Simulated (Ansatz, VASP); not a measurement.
Given: the input of a run of Ansatz 0.2.0 on P.

File input.yaml:

```yaml
crystal:
  lattice:
    - [1.6141062751, -5.3534750391, 0.0]
    - [1.6141062751, 5.3534750391, 0.0]
    - [0.0, 0.0, 4.450882307]
  atoms:
    - { symbol: P, position: [0.90414313, 0.09585687, 0.58881517] }
    - { symbol: P, position: [0.09585687, 0.90414313, 0.41118483] }
    - { symbol: P, position: [0.59585687, 0.40414313, 0.08881517] }
    - { symbol: P, position: [0.40414313, 0.59585687, 0.91118483] }
hamiltonian:
  xc: pbe
  pseudopotentials: { kind: paw }
  dispersion: d3bj
kpoints:
  mp_grid: { grid: [8, 8, 6] }
scf:
  occupations: { method: fermi_dirac, width: 0.05 }
output:
  forces: true
  stress: true
  eigenvalues: true
```

Potentials or basis: Ansatz PAW.

Command:

```sh
$ ansatz run input.yaml --threads 2 --pin off --max-ram 5120MiB --backend cpu --events-out ev --progress --plain --runs-dir out
```

**Question.** Set up the same calculation for VASP 6.6.1. Potentials there: VASP PAW PBE potentials, release 64 (P).

**Answer.** As run (the cutoff follows the program's own potentials):

Contents of INCAR:

```
SYSTEM = P
ALGO = Normal ; EDIFF = 1E-6
ENCUT = 520 ; GGA = PE
ISIF = 2 ; ISMEAR = -1
IVDW = 12 ; LASPH = .TRUE.
LCHARG = .FALSE. ; LREAL = .FALSE.
LWAVE = .FALSE. ; NBANDS = 18
NELM = 100 ; PREC = Accurate
SIGMA = 0.05
```

The input KPOINTS:

```
k-points
0
G
  8 8 6
  0 0 0
```

Contents of POSCAR:

```
P
1.0
    1.6141062751     -5.3534750391      0.0000000000
    1.6141062751      5.3534750391      0.0000000000
    0.0000000000      0.0000000000      4.4508823070
P
4
Direct
    0.9041431300      0.0958568700      0.5888151700
    0.0958568700      0.9041431300      0.4111848300
    0.5958568700      0.4041431300      0.0888151700
    0.4041431300      0.5958568700      0.9111848300
```

Potentials or basis: VASP PAW PBE potentials, release 64 (P).

Command:

```console
$ cat potpaw_PBE.64/P/POTCAR > POTCAR
$ mpirun -np 1 vasp_std > vasp.out
```

Both were run:

|  | VASP | Ansatz | Ansatz less VASP |
| --- | --- | --- | --- |
| gap on the k mesh at the Fermi level (eV) | 0.02 | 0.02 | -0.006 |
| least direct gap on the mesh (eV) | 0.02 | 0.02 | -0.006 |
| pressure (GPa) | 4.0 | 4.4 | +0.39 |
| traceless stress, the component that is largest in VASP (GPa) | 1.32 | 1.33 | +0.012 |
| rms of the force components (eV/Å) | 0.501 | 0.536 | +0.0346 |

Atom by atom the forces differ by 0.035 eV/Å (rms over components).
